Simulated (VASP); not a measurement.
# Cu (Im-3m) in VASP: further runs

Cu is run at these levels: PBE; tasks: single point.

Program: VASP 6.6.1. These are calculated values, not measurements. Logs are shortened: lines on timing, memory, paths and dates and some standing lists are left out, and cuts for length are marked.

### Step 1. The cell of the first run

It takes space group Im-3m (No. 229, cubic). The conventional cell has a = 2.656 Å, b = 2.656 Å, c = 2.656 Å, α = 90.00°, β = 90.00°, γ = 90.00°. Cu (site symmetry m-3m) has 14 Cu at 2.30 to 2.66 Å within 3.0 Å.

This isn't the form of Cu at room conditions, which is fcc.

### Step 2. Single point, PBE (9.37 Å³/atom)

The input, POSCAR:

```
Cu
1.0
   -1.3279288536      1.3279288536      1.3279288536
    1.3279288536     -1.3279288536      1.3279288536
    1.3279288536      1.3279288536     -1.3279288536
Cu
1
Direct
    0.0000000000      0.0000000000      0.0000000000
```

The input, INCAR.step1:

```
SYSTEM = Cu
  ALGO = Normal
  EDIFF = 1E-6
  ENCUT = 520
  GGA = PE
  ISIF = 2
  ISMEAR = -1
  LASPH = .TRUE.
  LCHARG = .TRUE.
  LMAXMIX = 4
  LREAL = .FALSE.
  LWAVE = .FALSE.
  NBANDS = 12
  NELM = 60
  PREC = Accurate
  SIGMA = 0.1
```

The input, KPOINTS.step1:

```
k-points
0
G
  18 18 18
  0 0 0
```

The input, INCAR.step2:

```
SYSTEM = Cu
  ALGO = Normal
  EDIFF = 1E-6
  ENCUT = 520
  GGA = PE
  ICHARG = 11
  ISIF = 2
  ISMEAR = -5
  LASPH = .TRUE.
  LCHARG = .FALSE.
  LMAXMIX = 4
  LORBIT = 11
  LREAL = .FALSE.
  LWAVE = .FALSE.
  NEDOS = 1001
  NELM = 60
  PREC = Accurate
  SIGMA = 0.1
```

The input, KPOINTS.step2:

```
k-points
0
G
  27 27 27
  0 0 0
```

Potentials or basis: VASP PAW PBE potentials, release 64 (Cu).

Started as:

```bash
$ cat potpaw_PBE.64/Cu/POTCAR > POTCAR
$ cp INCAR.step1 INCAR
$ cp KPOINTS.step1 KPOINTS
$ mpirun -np 1 vasp_std > vasp.out
$ cp INCAR.step2 INCAR
$ cp KPOINTS.step2 KPOINTS
$ mpirun -np 1 vasp_std > vasp.out
```

OUTCAR:

```text
SYSTEM = Cu
   EDIFF = 1E-6
   ENCUT = 520
   GGA = PE
   ICHARG = 11
   ISIF = 2
   ISMEAR = -5
   LASPH = .TRUE.
   LORBIT = 11
   LREAL = .FALSE.
   NELM = 60
   PREC = Accurate

 ion  position               nearest neighbor table
   1  0.000  0.000  0.000-

  LATTYP: Found a body centered cubic cell.
 ALAT       =     2.6558577072

  Lattice vectors:

 A1 = (  -1.3279288536,   1.3279288536,   1.3279288536)
 A2 = (   1.3279288536,  -1.3279288536,   1.3279288536)
 A3 = (   1.3279288536,   1.3279288536,  -1.3279288536)

Analysis of symmetry for initial positions (statically):
=====================================================================
 Subroutine PRICEL returns:
 Original cell was already a primitive cell.

 Routine SETGRP: Setting up the symmetry group for a
 body centered cubic supercell.

 Subroutine GETGRP returns: Found 48 space group operations
 (whereof 48 operations were pure point group operations)
 out of a pool of 48 trial point group operations.

The static configuration has the point symmetry O_h .

Analysis of symmetry for dynamics (positions and initial velocities):
=====================================================================
 Subroutine PRICEL returns:
 Original cell was already a primitive cell.

 Routine SETGRP: Setting up the symmetry group for a
 body centered cubic supercell.

 Subroutine GETGRP returns: Found 48 space group operations
 (whereof 48 operations were pure point group operations)
 out of a pool of 48 trial point group operations.

The dynamic configuration has the point symmetry O_h .

 Subroutine INISYM returns: Found 48 space group operations
 (whereof 48 operations are pure point group operations),
 and found     1 'primitive' translations

----------------------------------------------------------------------------------------

                                     Primitive cell

  volume of cell :       9.3667

  direct lattice vectors                    reciprocal lattice vectors
    -1.327928854  1.327928854  1.327928854     0.000000000  0.376526196  0.376526196
     1.327928854 -1.327928854  1.327928854     0.376526196  0.000000000  0.376526196
     1.327928854  1.327928854 -1.327928854     0.376526196  0.376526196  0.000000000

  length of vectors
     2.300040243  2.300040243  2.300040243     0.532488453  0.532488453  0.532488453

  position of ions in fractional coordinates (direct lattice)
     0.000000000  0.000000000  0.000000000

  ion indices of the primitive-cell ions
   primitive index   ion index
                 1           1

----------------------------------------------------------------------------------------

 KPOINTS: k-points

Automatic generation of k-mesh.
 Grid dimensions read from file:
 generate k-points for:   27   27   27

 Generating k-lattice:

  Cartesian coordinates                     Fractional coordinates (reciprocal lattice)
     0.000000000  0.013945415  0.013945415     0.037037037  0.000000000  0.000000000
     0.013945415  0.000000000  0.013945415     0.000000000  0.037037037  0.000000000
     0.013945415  0.013945415  0.000000000     0.000000000  0.000000000  0.037037037

  Length of vectors
     0.019721795  0.019721795  0.019721795

  Shift w.r.t. Gamma in fractional coordinates (k-lattice)
     0.000000000  0.000000000  0.000000000

 TETIRR: Found  23679 inequivalent tetrahedra from   118098

 Subroutine IBZKPT returns following result:
 ===========================================

 Found    560 irreducible k-points:

 Following reciprocal coordinates:
            Coordinates               Weight
  0.000000  0.000000  0.000000      1.000000
  0.037037  0.000000  0.000000     12.000000
  0.074074  0.000000  0.000000     12.000000
  0.111111  0.000000  0.000000     12.000000
  0.148148  0.000000  0.000000     12.000000
  0.185185  0.000000  0.000000     12.000000
[... 16 lines left out ...]
  0.333333  0.037037  0.000000     48.000000
  0.370370  0.037037  0.000000     48.000000
 [... further k-points ...]
   k-points           NKPTS =    560   k-points in BZ     NKDIM =    560   number of bands    NBANDS=      9
   number of dos      NEDOS =   1001   number of ions     NIONS =      1
   total plane-waves  NPLWV =   5832
   dimension x,y,z NGX =    18 NGY =   18 NGZ =   18
   dimension x,y,z NGXF=    36 NGYF=   36 NGZF=   36
   ions per type =               1
   NGX,Y,Z   is equivalent  to a cutoff of  13.01, 13.01, 13.01 a.u.
   NGXF,Y,Z  is equivalent  to a cutoff of  26.02, 26.02, 26.02 a.u.
 SYSTEM =  Cu
   PREC   = accura    normal or accurate (medium, high low for compatibility)
   ISTART =      0    job   : 0-new  1-cont  2-samecut
   ICHARG =     11    charge: 1-file 2-atom 10-const
   ISPIN  =      1    spin polarized calculation?
   LNONCOLLINEAR =      F non collinear calculations
   LSORBIT =      F    spin-orbit coupling
   LASPH  =      T    aspherical Exc in radial PAW
   ENCUT  =  520.0 eV  38.22 Ry    6.18 a.u.   4.28  4.28  4.28*2*pi/ulx,y,z
   NELM   =     60;   NELMIN=  2; NELMDL=  0     # of ELM steps
   EDIFF  = 0.1E-05   stopping-criterion for ELM
   LREAL  =      F    real-space projection
   EDIFFG = 0.1E-04   stopping-criterion for IOM
   NSW    =      0    number of steps for IOM
   IBRION =     -1    ionic relax: 0-MD 1-quasi-New 2-CG
   NFREE  =      0    steps in history (QN), initial steepest desc. (CG)
   ISIF   =      2    stress and relaxation
   ISYM   =      2    0-nonsym 1-usesym 2-fastsym
   POTIM  = 0.5000    time-step for ionic-motion
   TEBEG  =    0.0;   TEEND  =   0.0 temperature during run
   PSTRESS=    0.0 pullay stress
   NELECT =      11.0000    total number of electrons
   NUPDOWN=      -1.0000    fix difference up-down
   EMIN   =  10.00;   EMAX   =-10.00  energy-range for DOS
   EFERMI =   0.00;   METHOD = LEGACY
   ISMEAR =    -5;   SIGMA  =   0.10  broadening in eV -4-tet -1-fermi 0-gaus
   EFERMI_NEDOS =   21; number of points for ismear=-14 and -15
   IALGO  =     38    algorithm
   IMIX   =      4    mixing-type and parameters
     AMIX     =   0.40;   BMIX     =  1.00
     AMIX_MAG =   1.60;   BMIX_MAG =  1.00
  volume/ion in A,a.u.               =       9.37        63.21
  Fermi-wavevector in a.u.,A,eV,Ry     =   1.727206  3.263947 40.589474  2.983242
  Thomas-Fermi vector in A             =   2.802374
   LORBIT       =     11    0 simple, 1 ext, 2 COOP (PROOUT), +10 PAW based schemes
   GGA     = PE    functional components
   LHFCALC =     F    Hartree Fock is set to
   AEXX    =    0.0000 exact exchange contribution
   IVDW    =     0    specifies the selected vdW correction
   LEPSILON=     F    determine dielectric tensor
   LRPA    =     F    only Hartree local field effects (RPA)
 non-spin polarized calculation
 Fermi weights with tetrahedron method with Bloechl corrections
  energy-cutoff  :      520.00
  volume of cell :        9.37
 maximum number of plane-waves:       261
 NGX is ok and might be reduce to    18

 number of electron      11.0000010 magnetization

 Free energy of the ion-electron system (eV)
  ---------------------------------------------------
  ext. energy  EPLUGINS =         0.00000000
  ---------------------------------------------------
  free energy    TOTEN  =        -3.26912579 eV

  energy without entropy =       -3.26912579  energy(sigma->0) =       -3.26912579

 E-fermi :  10.9024     XC(G=0): -14.1333

 val. band max:       10.8587607420   @ k =  -0.3704   0.4444   0.1111
 cond. band min:      10.9159590701   @ k =   0.2593   0.2222   0.0000
 fundamental gap:      0.0571983281
 Fermi energy:        10.9023872077

 k-point     1 :       0.0000    0.0000    0.0000
  band No.  band energies     occupation
      1      -0.4198      2.00000
      2       6.8863      2.00000
      3       6.8863      2.00000
      4       6.8863      2.00000
      5       8.3040      2.00000
      6       8.3040      2.00000
      7      38.1321      0.00000
      8      38.1321      0.00000
      9      38.1322      0.00000

 k-point     2 :       0.0370    0.0000    0.0000
  band No.  band energies     occupation
      1      -0.3570      2.00000
      2       6.8718      2.00000
      3       6.8855      2.00000
      4       6.9149      2.00000
      5       8.2890      2.00000
      6       8.3051      2.00000
      7      37.5865      0.00000
      8      38.0240      0.00000
      9      38.0432      0.00000

 k-point     3 :       0.0741    0.0000    0.0000
  band No.  band energies     occupation
      1      -0.1698      2.00000
      2       6.8290      2.00000
      3       6.8813      2.00000
      4       6.9996      2.00000
      5       8.2477      2.00000
      6       8.3085      2.00000
      7      36.2087      0.00000
      8      37.6553      0.00000
      9      37.8028      0.00000

 k-point     4 :       0.1111    0.0000    0.0000
  band No.  band energies     occupation
      1       0.1382      2.00000
      2       6.7608      2.00000
      3       6.8695      2.00000
      4       7.1376      2.00000
      5       8.1910      2.00000
      6       8.3146      2.00000
      7      34.3893      0.00000
      8      36.9877      0.00000
      9      37.4756      0.00000

 k-point     5 :       0.1481    0.0000    0.0000
  band No.  band energies     occupation
      1       0.5596      2.00000
      2       6.6712      2.00000
      3       6.8452      2.00000
      4       7.3240      2.00000
      5       8.1344      2.00000
      6       8.3237      2.00000
      7      32.3674      0.00000
      8      36.1025      0.00000
      9      37.1138      0.00000

 k-point     6 :       0.1852    0.0000    0.0000
  band No.  band energies     occupation
      1       1.0827      2.00000
      2       6.5657      2.00000
      3       6.8085      2.00000
      4       7.5517      2.00000
      5       8.0939      2.00000
      6       8.3361      2.00000
      7      30.2680      0.00000
      8      35.1312      0.00000
      9      36.7590      0.00000
[... 169 lines left out ...]
 k-point    21 :       0.2593    0.0370    0.0000
  band No.  band energies     occupation
      1       2.7079      2.00000
      2       6.2757      2.00000
      3       6.7625      2.00000
      4       8.0901      2.00000
      5       8.2796      2.00000
      6       8.3984      2.00000
      7      25.0972      0.00000
      8      32.3291      0.00000
      9      34.4865      0.00000

 k-point    22 :       0.2963    0.0370    0.0000
  band No.  band energies     occupation
      1       3.3159      2.00000
      2       6.1647      2.00000
      3       6.9129      2.00000
      4       8.1329      2.00000
      5       8.4199      2.00000
      6       8.5799      2.00000
      7      23.1272      0.00000
      8      31.6200      0.00000
      9      33.5738      0.00000

 k-point    23 :       0.3333    0.0370    0.0000
  band No.  band energies     occupation
      1       3.7898      2.00000
      2       6.0656      2.00000
      3       7.2514      2.00000
      4       8.1869      2.00000
      5       8.4521      2.00000
      6       8.8703      2.00000
      7      21.2672      0.00000
      8      31.0158      0.00000
      9      32.7800      0.00000

 k-point    24 :       0.3704    0.0370    0.0000
  band No.  band energies     occupation
      1       4.0841      2.00000
      2       5.9834      2.00000
      3       7.7484      2.00000
      4       8.2500      2.00000
      5       8.5112      2.00000
      6       9.1559      2.00000
      7      19.5641      0.00000
      8      30.5309      0.00000
      9      32.1352      0.00000

 [... further k-points ...]

------------------------ aborting loop because EDIFF is reached ----------------------------------------

  FORCE on cell =-STRESS in cart. coord.  units (eV):
  Direction    XX          YY          ZZ          XY          YZ          ZX
  --------------------------------------------------------------------------------------
  -------------------------------------------------------------------------------------
  Total        4.0130231      4.0130231      4.0130231      0.0000000      0.0000000     -0.0000000
  in kB      686.4324784    686.4324784    686.4324784      0.0000000      0.0000000     -0.0000000
  external PRESSURE =     686.4324784 kB  Pullay stress =       0.0000000 kB

 VOLUME and BASIS-vectors are now :
 -----------------------------------------------------------------------------
  energy-cutoff  :      520.00
  volume of cell :        9.37
      direct lattice vectors                 reciprocal lattice vectors
    -1.327928854  1.327928854  1.327928854     0.000000000  0.376526196  0.376526196
     1.327928854 -1.327928854  1.327928854     0.376526196  0.000000000  0.376526196
     1.327928854  1.327928854 -1.327928854     0.376526196  0.376526196  0.000000000

 POSITION                                       TOTAL-FORCE (eV/Angst)
 -----------------------------------------------------------------------------------
      0.00000      0.00000      0.00000         0.000000      0.000000      0.000000
 -----------------------------------------------------------------------------------
    total drift:                                0.000000      0.000000      0.000000

  FREE ENERGIE OF THE ION-ELECTRON SYSTEM (eV)
  ---------------------------------------------------
  free  energy   TOTEN  =        -3.2691257873 eV

  energy  without entropy=       -3.2691257873  energy(sigma->0) =       -3.26912579

 total charge

# of ion       s       p       d       tot
------------------------------------------
    1        0.537   0.584   9.224  10.345
```

It took 40 s on 1 thread of Intel Xeon Platinum 8488C (Sapphire Rapids), shared host; peak memory 0.19 GiB.

Results:

```yaml
Valence_electrons_inside_the_program's_atomic_spheres: Cu 10.35
```

Levels at points of the mesh, in eV from the Fermi level:
```tsv
k point	band 2	band 3	band 4	band 5	band 6	band 7	band 8	band 9
(0.00, 0.00, 0.00)	-4.02	-4.02	-4.02	-2.60	-2.60	27.23	27.23	27.23
```

### Step 3. Single point, PBE (12.01 Å³/atom)

This run uses another cell than the first one, of 12.01 Å³/atom.

The input, POSCAR:

```
Cu
1.0
   -1.4425911822      1.4425911822      1.4425911822
    1.4425911822     -1.4425911822      1.4425911822
    1.4425911822      1.4425911822     -1.4425911822
Cu
1
Direct
    0.0000000000      0.0000000000      0.0000000000
```

The input, INCAR.step1:

```
PREC = Accurate ; ENCUT = 520
EDIFF = 1E-7 ; ISMEAR = -1
SIGMA = 0.1 ; LREAL = F
LASPH = T ; NELM = 80
ALGO = Normal ; ISIF = 2
LWAVE = F ; LCHARG = T
LMAXMIX = 4 ; GGA = PE
NBANDS = 12
```

The input, KPOINTS.step1:

```
Automatic mesh
0
Gamma
  18 18 18
```

The input, INCAR.step2:

```
PREC = Accurate ; ENCUT = 520
EDIFF = 1E-7 ; ISMEAR = -5
SIGMA = 0.1 ; LREAL = F
LASPH = T ; NELM = 80
ALGO = Normal ; ISIF = 2
LWAVE = F ; LCHARG = F
LMAXMIX = 4 ; GGA = PE
LORBIT = 10 ; NEDOS = 1001
ICHARG = 11
```

The input, KPOINTS.step2:

```
Automatic mesh
0
Gamma
  27 27 27
```

Potentials or basis: VASP PAW PBE potentials, release 64 (Cu).

Started as:

```bash
$ cat potpaw_PBE.64/Cu/POTCAR > POTCAR
$ cp INCAR.step1 INCAR
$ cp KPOINTS.step1 KPOINTS
$ mpirun -np 1 vasp_std > vasp.out
$ cp INCAR.step2 INCAR
$ cp KPOINTS.step2 KPOINTS
$ mpirun -np 1 vasp_std > vasp.out
```

OUTCAR:

```text
PREC = Accurate
   ENCUT = 520
   EDIFF = 1E-7
   ISMEAR = -5
   LREAL = F
   LASPH = T
   NELM = 80
   ISIF = 2
   GGA = PE
   LORBIT = 10
   ICHARG = 11

 ion  position               nearest neighbor table
   1  0.000  0.000  0.000-

  LATTYP: Found a body centered cubic cell.
 ALAT       =     2.8851823644

  Lattice vectors:

 A1 = (  -1.4425911822,   1.4425911822,   1.4425911822)
[... 472 lines left out ...]

------------------------ aborting loop because EDIFF is reached ----------------------------------------

  FORCE on cell =-STRESS in cart. coord.  units (eV):
  Direction    XX          YY          ZZ          XY          YZ          ZX
  --------------------------------------------------------------------------------------
  -------------------------------------------------------------------------------------
  Total        0.2000713      0.2000713      0.2000713      0.0000000      0.0000000      0.0000000
  in kB       26.6935001     26.6935001     26.6935001      0.0000000      0.0000000      0.0000000
  external PRESSURE =      26.6935001 kB  Pullay stress =       0.0000000 kB

 VOLUME and BASIS-vectors are now :
 -----------------------------------------------------------------------------
  energy-cutoff  :      520.00
  volume of cell :       12.01
      direct lattice vectors                 reciprocal lattice vectors
    -1.442591182  1.442591182  1.442591182     0.000000000  0.346598542  0.346598542
     1.442591182 -1.442591182  1.442591182     0.346598542  0.000000000  0.346598542
     1.442591182  1.442591182 -1.442591182     0.346598542  0.346598542  0.000000000

 POSITION                                       TOTAL-FORCE (eV/Angst)
 -----------------------------------------------------------------------------------
      0.00000      0.00000      0.00000         0.000000     -0.000000     -0.000000
 -----------------------------------------------------------------------------------
    total drift:                                0.000000      0.000000      0.000000

  FREE ENERGIE OF THE ION-ELECTRON SYSTEM (eV)
  ---------------------------------------------------
  free  energy   TOTEN  =        -3.6926763341 eV

  energy  without entropy=       -3.6926763341  energy(sigma->0) =       -3.69267633

 total charge

# of ion       s       p       d       tot
------------------------------------------
    1        0.441   0.370   9.174   9.986
```

OSZICAR.step1:

```text
N       E                     dE             d eps       ncg     rms          rms(c)
DAV:   1     0.432243228694E+02    0.43224E+02   -0.53685E+03  5212   0.151E+03
DAV:   2    -0.316259808424E+01   -0.46387E+02   -0.42392E+02  4832   0.206E+02
DAV:   3    -0.458011529028E+01   -0.14175E+01   -0.14092E+01  5496   0.406E+01
DAV:   4    -0.458918588984E+01   -0.90706E-02   -0.90694E-02  5300   0.290E+00
DAV:   5    -0.458927356965E+01   -0.87680E-04   -0.87679E-04  5456   0.291E-01    0.758E+00
DAV:   6    -0.407674324213E+01    0.51253E+00   -0.14120E+01  5468   0.713E+01    0.398E+00
DAV:   7    -0.370820734748E+01    0.36854E+00   -0.22950E+00  5492   0.287E+01    0.611E-01
DAV:   8    -0.369652417689E+01    0.11683E-01   -0.49420E-03  6004   0.743E-01    0.250E-01
DAV:   9    -0.369541831629E+01    0.11059E-02   -0.68553E-03  5832   0.142E+00    0.316E-02
DAV:  10    -0.369541942321E+01   -0.11069E-05   -0.40371E-05  6988   0.107E-01    0.967E-03
DAV:  11    -0.369541797110E+01    0.14521E-05   -0.19004E-06  5744   0.256E-02    0.257E-04
DAV:  12    -0.369541811413E+01   -0.14303E-06   -0.16200E-08  3236   0.126E-03    0.125E-04
DAV:  13    -0.369541813686E+01   -0.22737E-07   -0.40178E-09  2528   0.531E-04
   1 F= -.36954181E+01 E0= -.36887213E+01  d E =-.133936E-01
```

Run time: 53 s. Hardware: 1 thread of Intel Xeon Platinum 8488C (Sapphire Rapids), shared host; peak memory 0.21 GiB.

Results:

```
Valence electrons inside the program's atomic spheres : Cu 9.99
```
